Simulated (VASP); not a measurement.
A run of VASP 6.6.1 is set up as follows.

POSCAR

```
KF
1.0
    0.0000000000      2.6589605792      2.6589605792
    2.6589605792      0.0000000000      2.6589605792
    2.6589605792      2.6589605792      0.0000000000
K F
1 1
Direct
    0.0000000000      0.0000000000      0.0000000000
    0.5000000000      0.5000000000      0.5000000000
```

File INCAR.step1:

```
SYSTEM = KF
PREC = Accurate
ENCUT = 520
EDIFF = 1E-5
ISMEAR = 0
SIGMA = 0.01
LREAL = .FALSE.
LASPH = .TRUE.
NELM = 120
ALGO = Normal
ISIF = 2
LWAVE = .TRUE.
GGA = PE
NBANDS = 15
GGA_COMPAT = .FALSE.
```

INCAR.step2

```
SYSTEM = KF
PREC = Accurate
ENCUT = 520
EDIFF = 1E-6
ISMEAR = 0
SIGMA = 0.01
LREAL = .FALSE.
LASPH = .TRUE.
NELM = 120
ALGO = Normal
ISIF = 2
LWAVE = .FALSE.
LCHARG = .TRUE.
GGA = PE
LHFCALC = .TRUE.
AEXX = 0.05
HFSCREEN = 0.3
PRECFOCK = Normal
LELF = .TRUE.
LVHAR = .TRUE.
ISTART = 1
NBANDS = 15
GGA_COMPAT = .FALSE.
```

KPOINTS

```
regular mesh
0
G
  4 4 4
  0 0 0
```

Potentials or basis: VASP PAW PBE potentials, release 64 (K_sv, F).

Command:

```sh
$ cat potpaw_PBE.64/K_sv/POTCAR potpaw_PBE.64/F/POTCAR > POTCAR
$ cp INCAR.step1 INCAR
$ mpirun -np 1 vasp_std > vasp.out
$ cp INCAR.step2 INCAR
$ mpirun -np 1 vasp_std > vasp.out
```

What does it give for the band gap on the k mesh?

6.58 eV, direct.

Estimate the pressure.

1.8 GPa.

Caveat: the k points lie up to 0.51 Å⁻¹ apart; the PAW data sets were made with another functional, which shifts forces and pressure a little.
